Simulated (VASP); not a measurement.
# Cu (Fm-3m) in VASP: notebook

Cu is run at these levels: r2SCAN; tasks: single point.

Everything below comes from runs of VASP 6.6.1. Logs are shortened: lines on timing, memory, paths and dates and some standing lists are left out, and cuts for length are marked.

**1. The cell of the first run**

It takes space group Fm-3m (No. 225, cubic). Conventional cell: a = 3.692 Å, b = 3.692 Å, c = 3.692 Å, α = 90.00°, β = 90.00°, γ = 90.00°. Cu (site symmetry m-3m) has 12 Cu at 2.61 Å within 3.4 Å.

**2. Single point, r2SCAN**

Contents of POSCAR:

```
Cu
1.0
    0.0000000000      1.8460000000      1.8460000000
    1.8460000000      0.0000000000      1.8460000000
    1.8460000000      1.8460000000      0.0000000000
Cu
1
Direct
    0.0000000000      0.0000000000      0.0000000000
```

Contents of INCAR.step1:

```
PREC     = Accurate       # precision mode
ENCUT    = 520            # plane-wave cutoff, eV
ISMEAR   = 0              # smearing method
SIGMA    = 0.1            # smearing width, eV
LREAL    = F              # projectors in reciprocal space
LASPH    = T              # aspherical terms in the spheres
NELM     = 60             # most SCF steps
NBANDS   = 12             # bands
GGA      = PE             # functional
ALGO     = Normal         # electronic algorithm
EDIFF    = 1E-4           # SCF threshold, eV
LWAVE    = T              # write WAVECAR
LCHARG   = F              # write CHGCAR
```

Contents of INCAR.step2:

```
PREC     = Accurate       # precision mode
ENCUT    = 520            # plane-wave cutoff, eV
EDIFF    = 1E-7           # SCF threshold, eV
ISMEAR   = 0              # smearing method
SIGMA    = 0.1            # smearing width, eV
LREAL    = F              # projectors in reciprocal space
LASPH    = T              # aspherical terms in the spheres
NELM     = 60             # most SCF steps
ALGO     = Normal         # electronic algorithm
ISIF     = 2              # what is computed and relaxed
LWAVE    = F              # write WAVECAR
LCHARG   = F              # write CHGCAR
METAGGA  = R2SCAN         # meta-GGA
LMIXTAU  = T            
NBANDS   = 12             # bands
ISTART   = 1
```

Contents of KPOINTS:

```
regular mesh
0
Gamma
  14 14 14
```

Potentials or basis: VASP PAW PBE potentials, release 64 (Cu).

Launch:

```bash
$ cat potpaw_PBE.64/Cu/POTCAR > POTCAR
$ cp INCAR.step1 INCAR
$ mpirun -np 1 vasp_std > vasp.out
$ cp INCAR.step2 INCAR
$ mpirun -np 1 vasp_std > vasp.out
```

OUTCAR:

```text
PREC = Accurate
   ENCUT = 520
   EDIFF = 1E-7
   ISMEAR = 0
   LREAL = F
   LASPH = T
   NELM = 60
   ISIF = 2
   METAGGA = R2SCAN
   ISTART = 1

 ion  position               nearest neighbor table
   1  0.000  0.000  0.000-

  LATTYP: Found a face centered cubic cell.
 ALAT       =     3.6920000000

  Lattice vectors:

 A1 = (   0.0000000000,   1.8460000000,   1.8460000000)
 A2 = (   1.8460000000,   0.0000000000,   1.8460000000)
 A3 = (   1.8460000000,   1.8460000000,   0.0000000000)

Analysis of symmetry for initial positions (statically):
=====================================================================
 Subroutine PRICEL returns:
 Original cell was already a primitive cell.

 Routine SETGRP: Setting up the symmetry group for a
 face centered cubic supercell.

 Subroutine GETGRP returns: Found 48 space group operations
 (whereof 48 operations were pure point group operations)
 out of a pool of 48 trial point group operations.

The static configuration has the point symmetry O_h .

Analysis of symmetry for dynamics (positions and initial velocities):
=====================================================================
 Subroutine PRICEL returns:
 Original cell was already a primitive cell.

 Routine SETGRP: Setting up the symmetry group for a
 face centered cubic supercell.

 Subroutine GETGRP returns: Found 48 space group operations
 (whereof 48 operations were pure point group operations)
 out of a pool of 48 trial point group operations.

The dynamic configuration has the point symmetry O_h .

 Subroutine INISYM returns: Found 48 space group operations
 (whereof 48 operations are pure point group operations),
 and found     1 'primitive' translations

----------------------------------------------------------------------------------------

                                     Primitive cell

  volume of cell :      12.5813

  direct lattice vectors                    reciprocal lattice vectors
     0.000000000  1.846000000  1.846000000    -0.270855905  0.270855905  0.270855905
     1.846000000  0.000000000  1.846000000     0.270855905 -0.270855905  0.270855905
     1.846000000  1.846000000  0.000000000     0.270855905  0.270855905 -0.270855905

  length of vectors
     2.610638236  2.610638236  2.610638236     0.469136188  0.469136188  0.469136188

  position of ions in fractional coordinates (direct lattice)
     0.000000000  0.000000000  0.000000000

  ion indices of the primitive-cell ions
   primitive index   ion index
[... 75 lines left out ...]
   EDIFFG = 0.1E-05   stopping-criterion for IOM
   NSW    =      0    number of steps for IOM
   IBRION =     -1    ionic relax: 0-MD 1-quasi-New 2-CG
   NFREE  =      0    steps in history (QN), initial steepest desc. (CG)
   ISIF   =      2    stress and relaxation
   ISYM   =      2    0-nonsym 1-usesym 2-fastsym
   POTIM  = 0.5000    time-step for ionic-motion
   TEBEG  =    0.0;   TEEND  =   0.0 temperature during run
   PSTRESS=    0.0 pullay stress
   NELECT =      11.0000    total number of electrons
   NUPDOWN=      -1.0000    fix difference up-down
   EMIN   =  10.00;   EMAX   =-10.00  energy-range for DOS
   EFERMI =   0.00;   METHOD = LEGACY
   ISMEAR =     0;   SIGMA  =   0.10  broadening in eV -4-tet -1-fermi 0-gaus
   EFERMI_NEDOS =   21; number of points for ismear=-14 and -15
   IALGO  =     38    algorithm
   IMIX   =      4    mixing-type and parameters
     AMIX     =   0.40;   BMIX     =  1.00
     AMIX_MAG =   1.60;   BMIX_MAG =  1.00
  volume/ion in A,a.u.               =      12.58        84.90
  Fermi-wavevector in a.u.,A,eV,Ry     =   1.565419  2.958214 33.341590  2.450538
  Thomas-Fermi vector in A             =   2.667898
   LORBIT       =      0    0 simple, 1 ext, 2 COOP (PROOUT), +10 PAW based schemes
   METAGGA = R2SCAN    functional components
   LHFCALC =     F    Hartree Fock is set to
   AEXX    =    0.0000 exact exchange contribution
   IVDW    =     0    specifies the selected vdW correction
   LEPSILON=     F    determine dielectric tensor
   LRPA    =     F    only Hartree local field effects (RPA)
 non-spin polarized calculation
 Gauss-broadening in eV      SIGMA  =   0.10
  energy-cutoff  :      520.00
  volume of cell :       12.58
 maximum number of plane-waves:       347
   NGX =  9   NGY =  9   NGZ =  9

 number of electron      10.9999988 magnetization

 Free energy of the ion-electron system (eV)
  ---------------------------------------------------
  ext. energy  EPLUGINS =         0.00000000
  ---------------------------------------------------
  free energy    TOTEN  =       -10.78505262 eV

  energy without entropy =      -10.78384937  energy(sigma->0) =      -10.78445100

 E-fermi :   6.5729     XC(G=0): -13.3237

 val. band max:        6.4823106255   @ k =   0.5000   0.2857   0.1429
 cond. band min:       6.6358674417   @ k =   0.5000   0.2143   0.0714
 fundamental gap:      0.1535568162
 Fermi energy:         6.5729215189

 k-point     1 :       0.0000    0.0000    0.0000
  band No.  band energies     occupation
      1      -2.5306      2.00000
      2       3.7035      2.00000
      3       3.7035      2.00000
      4       3.7035      2.00000
      5       4.4394      2.00000
      6       4.4394      2.00000
      7      29.5010      0.00000
      8      32.0346      0.00000
      9      32.0346      0.00000
     10      32.0349      0.00000
     11      34.3844      0.00000
     12      34.3845      0.00000
[... 331 lines left out ...]
 k-point    24 :       0.2857    0.1429    0.0000
  band No.  band energies     occupation
      1      -0.0171      2.00000
      2       3.2231      2.00000
      3       3.8317      2.00000
      4       4.0465      2.00000
      5       4.4836      2.00000
      6       4.6996      2.00000
      7      20.1893      0.00000
      8      25.4596      0.00000
      9      26.9122      0.00000
     10      28.5394      0.00000
     11      33.0667      0.00000
     12      38.1181      0.00000

 [... further k-points ...]
[... 5 lines left out ...]
  --------------------------------------------------------------------------------------
  -------------------------------------------------------------------------------------
  Total       -0.9156437     -0.9156437     -0.9156437     -0.0000000      0.0000000     -0.0000000
  in kB     -116.6036105   -116.6036105   -116.6036105     -0.0000000      0.0000000     -0.0000000
  external PRESSURE =    -116.6036105 kB  Pullay stress =       0.0000000 kB

 VOLUME and BASIS-vectors are now :
 -----------------------------------------------------------------------------
  energy-cutoff  :      520.00
  volume of cell :       12.58
      direct lattice vectors                 reciprocal lattice vectors
     0.000000000  1.846000000  1.846000000    -0.270855905  0.270855905  0.270855905
     1.846000000  0.000000000  1.846000000     0.270855905 -0.270855905  0.270855905
     1.846000000  1.846000000  0.000000000     0.270855905  0.270855905 -0.270855905

 POSITION                                       TOTAL-FORCE (eV/Angst)
 -----------------------------------------------------------------------------------
      0.00000      0.00000      0.00000         0.000000      0.000000      0.000000
 -----------------------------------------------------------------------------------
    total drift:                               -0.000000     -0.000000     -0.000000

  FREE ENERGIE OF THE ION-ELECTRON SYSTEM (eV)
  ---------------------------------------------------
  free  energy   TOTEN  =       -10.7850526250 eV

  energy  without entropy=      -10.7838493741  energy(sigma->0) =      -10.78445100
```

OUTCAR.step1:

```text
PREC = Accurate
   ENCUT = 520
   ISMEAR = 0
   LREAL = F
   LASPH = T
[... 575 lines left out ...]

 POSITION                                       TOTAL-FORCE (eV/Angst)
 -----------------------------------------------------------------------------------
      0.00000      0.00000      0.00000        -0.000000     -0.000000     -0.000000
 -----------------------------------------------------------------------------------
    total drift:                               -0.000000     -0.000000     -0.000000

  FREE ENERGIE OF THE ION-ELECTRON SYSTEM (eV)
  ---------------------------------------------------
  free  energy   TOTEN  =        -3.7181034318 eV

  energy  without entropy=       -3.7168218988  energy(sigma->0) =       -3.71746267
```

Wall time 43 s (1 thread of AMD EPYC 9R45 (Zen 5), shared host); peak memory 0.1 GiB.

Results:

```
Free energy : -10.7851 eV
Pressure    : -11.7 GPa
```

Caveat: the PAW data sets were made with another functional, which shifts forces and pressure a little.

**3. Single point, r2SCAN**

POSCAR is that of step 2.

Contents of INCAR.step1:

```
SYSTEM = Cu
PREC = Accurate
ENCUT = 520
ISMEAR = -1
SIGMA = 0.003
LREAL = .False.
LASPH = .True.
NELM = 60
NBANDS = 12
GGA = PE
ALGO = Normal
EDIFF = 1E-4
LWAVE = .True.
LCHARG = .False.
```

Contents of INCAR.step2:

```
SYSTEM = Cu
PREC = Accurate
ENCUT = 520
EDIFF = 1E-6
ISMEAR = -1
SIGMA = 0.003
LREAL = .False.
LASPH = .True.
NELM = 60
ALGO = Normal
ISIF = 2
LWAVE = .False.
LCHARG = .False.
METAGGA = R2SCAN
LMIXTAU = .True.
NBANDS = 12
ISTART = 1
```

Contents of KPOINTS:

```
regular mesh
0
Gamma
  14 14 14
  0 0 0
```

Potentials or basis: VASP PAW PBE potentials, release 64 (Cu).

Launch:

```bash
$ cat potpaw_PBE.64/Cu/POTCAR > POTCAR
$ cp INCAR.step1 INCAR
$ mpirun -np 1 vasp_std > vasp.out
$ cp INCAR.step2 INCAR
$ mpirun -np 1 vasp_std > vasp.out
```

Run time: 40 s. Hardware: 1 thread of AMD EPYC 9R45 (Zen 5), shared host; peak memory 0.1 GiB.

It converged, with:

* Free energy: -10.7845 eV
* Pressure: -11.7 GPa

Levels at points of the mesh, in eV from the Fermi level:
```csv
k point,band 2,band 3,band 4,band 5,band 6,band 7,band 8,band 9,band 10,band 11
"(0.00, 0.00, 0.00)",-2.93,-2.93,-2.93,-2.19,-2.19,22.87,25.40,25.40,25.40,27.75
"(0.50, 0.00, 0.00)",-2.97,-2.97,-1.66,-1.66,-0.84,3.67,21.42,22.15,22.15,25.16
"(0.50, 0.50, 0.00)",-4.23,-1.69,-1.51,-1.51,1.65,7.02,13.28,13.28,17.48,20.12
```

Caveat: the PAW data sets were made with another functional, which shifts forces and pressure a little.

**4. Single point, r2SCAN**

POSCAR is that of step 3.

Contents of INCAR.step1:

```
SYSTEM = Cu
PREC     = Accurate       ! precision mode
ENCUT    = 520            ! plane-wave cutoff, eV
ISMEAR   = 0              ! smearing method
SIGMA    = 0.1            ! smearing width, eV
LREAL    = .False.        ! projectors in reciprocal space
LASPH    = .True.         ! aspherical terms in the spheres
NELM     = 80             ! most SCF steps
NBANDS   = 12             ! bands
GGA      = PE             ! functional
ALGO     = Normal         ! electronic algorithm
EDIFF    = 1E-4           ! SCF threshold, eV
LWAVE    = .True.         ! write WAVECAR
LCHARG   = .False.        ! write CHGCAR
```

Contents of INCAR.step2:

```
SYSTEM = Cu
PREC     = Accurate       ! precision mode
ENCUT    = 520            ! plane-wave cutoff, eV
EDIFF    = 1E-6           ! SCF threshold, eV
ISMEAR   = 0              ! smearing method
SIGMA    = 0.1            ! smearing width, eV
LREAL    = .False.        ! projectors in reciprocal space
LASPH    = .True.         ! aspherical terms in the spheres
NELM     = 80             ! most SCF steps
ALGO     = Normal         ! electronic algorithm
ISIF     = 2              ! what is computed and relaxed
LWAVE    = .False.        ! write WAVECAR
LCHARG   = .False.        ! write CHGCAR
METAGGA  = R2SCAN         ! meta-GGA
LMIXTAU  = .True.       
NBANDS   = 12             ! bands
ISTART   = 1
```

Contents of KPOINTS:

```
Automatic mesh
0
Gamma
  14 14 14
  0 0 0
```

Launch:

```bash
$ cat potpaw_PBE.64/Cu/POTCAR > POTCAR
$ cp INCAR.step1 INCAR
$ mpirun -np 1 vasp_std > vasp.out
$ cp INCAR.step2 INCAR
$ mpirun -np 1 vasp_std > vasp.out
```

Run time: 40 s. Hardware: 1 thread of AMD EPYC 9R45 (Zen 5), shared host; peak memory 0.1 GiB.

Results (log left out):

| Property | Result |
| --- | --- |
| Free energy | -10.7851 eV |
| Pressure | -11.7 GPa |

Levels at points of the mesh, in eV from the Fermi level:
```tsv
k point	band 4	band 5	band 6	band 7	band 8	band 9
(0.00, 0.00, 0.00)	-2.87	-2.13	-2.13	22.93	25.46	25.46
(0.50, 0.00, 0.00)	-1.60	-1.60	-0.78	3.73	21.47	22.21
(0.50, 0.50, 0.00)	-1.46	-1.46	1.71	7.07	13.33	13.33
```

Caveat: the PAW data sets were made with another functional, which shifts forces and pressure a little.
